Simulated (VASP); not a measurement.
Wanted: the native input for a VASP 6.6.1 run.

| Item | Value |
| --- | --- |
| Task | single point |
| Functional | PBE |
| Potentials or basis | VASP PAW PBE potentials, release 64 (N, As, Ga_d) |
| Cutoff | 520 eV |
| k mesh | 8 × 6 × 6 |
| Occupations | fermi-dirac, width 0.02 eV |
| Spin | no spin polarisation |
| Dipole correction | no |
| Further INCAR settings | ALGO = Normal; EDIFF = 1e-07; NBANDS = 46 |

The structure of Ga4AsN3 lies in POSCAR:

```
Ga4AsN3
1.0
    3.3735323817      0.0000000000      0.0000000000
    0.0000000000      3.4272471090      4.8195426307
    0.0000000000     -3.4272471090      4.8195426307
N As Ga
3 1 4
Direct
    0.0000000000      0.0015677555      0.0015677555
    0.5000000000      0.0004757818      0.4971448061
    0.5000000000      0.4971448061      0.0004757818
    0.0000000000      0.5038949206      0.5038949206
    0.5000000000      0.8769157371      0.8769157371
    0.0000000000      0.9131003508      0.3608356254
    0.0000000000      0.3608356254      0.9131003508
    0.5000000000      0.3460650225      0.3460650225
```

The input as run:

INCAR

```
SYSTEM = Ga4AsN3
ALGO = Normal ; EDIFF = 1E-7
ENCUT = 520 ; GGA = PE
ISIF = 2 ; ISMEAR = -1
LASPH = .TRUE. ; LCHARG = .FALSE.
LREAL = .FALSE. ; LWAVE = .FALSE.
NBANDS = 46 ; NELM = 80
PREC = Accurate ; SIGMA = 0.02
```

KPOINTS

```
k-points
0
G
  8 6 6
  0 0 0
```

Potentials or basis: VASP PAW PBE potentials, release 64 (N, As, Ga_d).

Run with:

```sh
$ cat potpaw_PBE.64/N/POTCAR potpaw_PBE.64/As/POTCAR potpaw_PBE.64/Ga_d/POTCAR > POTCAR
$ mpirun -np 1 vasp_std > vasp.out
```

Results of the run:

| Property | Result |
| --- | --- |
| Pressure | 5.2 GPa |
| Largest force | 0.282 eV/Å |
| Band gap on the k mesh | zero (bands 36 and 37 overlap by 0.47 eV) |

Caveat: the cell stands under pressure; semilocal functionals underestimate gaps, and a narrow one can read as zero.

Wall time 3.8 min on 1 thread of Intel(R) Xeon(R) 6975P-C (Granite Rapids) (shared host), peak memory 0.42 GiB.
